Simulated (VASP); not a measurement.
Crystal: PbSe.

```
Pb Se
1.0
     3.78432    0.00000    0.00000
     0.00000    3.78432    0.00000
     0.00000    0.00000    3.78432
Pb Se
1 1
Cartesian
  0.0000 0.0000 0.0000
  1.8922 1.8922 1.8922
```

| Item | Value |
| --- | --- |
| Program | VASP 6.6.1 |
| Task | relaxation of cell and atoms |
| Functional | PBE |
| Dispersion | D3(BJ) |
| Potentials or basis | VASP PAW PBE potentials, release 64 (Pb_d, Se) |
| Cutoff | 600 eV |
| k mesh | 7 × 7 × 7 |
| Occupations | fermi-dirac, width 0.05 eV |
| Spin | no spin polarisation |

At the start: pressure -2.4 GPa; volume 27.10 Å³/atom.

How do energy, volume and symmetry change on relaxing?

Over 3 steps the energy falls by 10.2 meV/atom and the volume is 25.80 Å³/atom (-4.8 %); space group Pm-3m (No. 221, to 0.05 Å).

Step by step:
| step | energy change (eV) | largest force (eV/Å) | pressure (GPa) | volume (Å³) |
| --- | --- | --- | --- | --- |
| 1 | 0.0000 | 0.0000 | -2.39 | 54.20 |
| 2 | -0.0195 | 0.0000 | 0.57 | 51.09 |
| 3 | -0.0204 | 0.0000 | 0.00 | 51.60 |

Final structure:
```yaml
crystal:
  lattice:
    - [3.72288, 0.00000, 0.00000]
    - [0.00000, 3.72288, 0.00000]
    - [0.00000, 0.00000, 3.72288]
  atoms:
    - { symbol: Pb, position: [0.00000, 0.00000, 0.00000] }
    - { symbol: Se, position: [0.50000, 0.50000, 0.50000] }
```

Caveat: pairwise dispersion overbinds metals, which lowers pressure and volume.
